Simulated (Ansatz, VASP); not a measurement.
One calculation of Re, two programs

POSCAR

```
Re
1.0
    0.0000000000      1.9009375000      1.9750000000
    2.0490625000      0.0000000000      1.9750000000
    2.0490625000      1.9009375000      0.0000000000
Re
1
Direct
    0.0000000000      0.0000000000      0.0000000000
```

The input INCAR.step1:

```
PREC = Accurate
ENCUT = 520
ISMEAR = 0
SIGMA = 0.15
LREAL = F
LASPH = T
NELM = 100
NBANDS = 10
GGA = PE
ALGO = Normal
EDIFF = 1E-4
LWAVE = T
LCHARG = F
```

File INCAR.step2:

```
PREC = Accurate
ENCUT = 520
EDIFF = 1E-7
ISMEAR = 0
SIGMA = 0.15
LREAL = F
LASPH = T
NELM = 100
ALGO = Normal
ISIF = 2
LWAVE = F
LCHARG = T
METAGGA = R2SCAN
LMIXTAU = T
LELF = T
LVHAR = T
NBANDS = 10
ISTART = 1
```

File KPOINTS:

```
regular mesh
0
Gamma
  20 20 20
```

Input for Ansatz:

```yaml
crystal:
  lattice:
    - [0.0, 1.9009375, 1.975]
    - [2.0490625, 0.0, 1.975]
    - [2.0490625, 1.9009375, 0.0]
  atoms:
    - { symbol: Re, position: [0.0, 0.0, 0.0] }
basis:
  ecutwfc: 500
kpoints:
  mp_grid: { grid: [20, 20, 20] }
hamiltonian:
  xc: r2scan
scf:
  occupations: { method: gaussian, width: 0.15 }
output:
  forces: true
  stress: true
  eigenvalues: true
```

Change from the starting cell: strain +0.0375 x Voigt [1, -1, 0, 0, 0, 0], atoms carried along.

Alike in both runs: task single point; functional r2SCAN; k mesh 20 × 20 × 20; occupations gaussian, width 0.15 eV; no spin polarisation.

|  | VASP | Ansatz |
| --- | --- | --- |
| version | VASP 6.6.1 | Ansatz 0.2.0 |
| potentials or method | VASP PAW PBE potentials, release 64 (Re), cutoff 520 eV | scalar-relativistic, plane waves, PAW |
| valence electrons in the cell | 7 | 15 |

Ansatz gave:

- gap on the k mesh at the Fermi level (eV): none
- pressure (GPa): -14.4
- traceless stress, the component that is largest in VASP (GPa): -10.40

Estimate VASP's values.

gap on the k mesh at the Fermi level (eV): none; pressure (GPa): -14.7; traceless stress, the component that is largest in VASP (GPa): -10.23.

VASP's potentials were made for PBE, not for r2SCAN. A gap of «none» marks a metal or a gap that the smearing closes. VASP's potentials hold 7 valence electrons a cell and Ansatz's 15, so a difference there can come from the potentials and not from the codes.

Neither program's run includes spin-orbit coupling.
